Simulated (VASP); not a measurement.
Runs of VASP 6.6.1 on GaN. The structure is that of space group F-43m (No. 216), or close to it. The cells are those of the table. 

```tsv
level	cell	k mesh	smearing	gap on the mesh (eV)	pressure (GPa)
r2SCAN	a = 3.180 Å, angles 60.0°, 2 atoms	10 × 10 × 10	gaussian 0.01 eV	2.16	1.1
PBE	a = 3.183, b = 3.183, c = 3.085 Å, angles 61.0, 61.0, 58.0°, 2 atoms	10 × 10 × 10	fermi-dirac 0.02 eV	1.84	12.4
PBE	a = 3.182, b = 3.182, c = 3.149 Å, angles 60.3, 60.3, 59.3°, 2 atoms	10 × 10 × 10	fermi-dirac 0.02 eV	1.79	(a)
PBE	a = 3.182, b = 3.182, c = 3.149 Å, angles 60.3, 60.3, 59.3°, 2 atoms	6 × 6 × 6	gaussian 0.01 eV	1.79	(b)
PBE	a = 3.180 Å, angles 60.0°, 2 atoms	10 × 10 × 10	fermi-dirac 0.02 eV	(c)	6.3
PBE	a = 3.183, b = 3.183, c = 3.117 Å, angles 60.7, 60.7, 58.6°, 2 atoms	10 × 10 × 10	fermi-dirac 0.02 eV	1.82	10.2
PBE	a = 3.179, b = 3.179, c = 3.212 Å, angles 59.7, 59.7, 60.7°, 2 atoms	6 × 6 × 6	gaussian 0.01 eV	1.64	4.5
PBE	a = 3.183, b = 3.183, c = 3.117 Å, angles 60.7, 60.7, 58.6°, 2 atoms	6 × 6 × 6	gaussian 0.01 eV	1.82	10.2
```

Alike in all rows: task single point; potentials or basis VASP PAW PBE potentials, release 64 (Ga_d, N); no spin polarisation; cutoff (eV) 520.

Q: Fill in the values left out.

A: (a) 8.2; (b) 8.1; (c) 1.76.

Caveats: the PAW data sets were made with another functional, which shifts forces and pressure a little (some runs).

A k mesh can miss the band edges, and the runs leave out spin-orbit coupling on Ga.
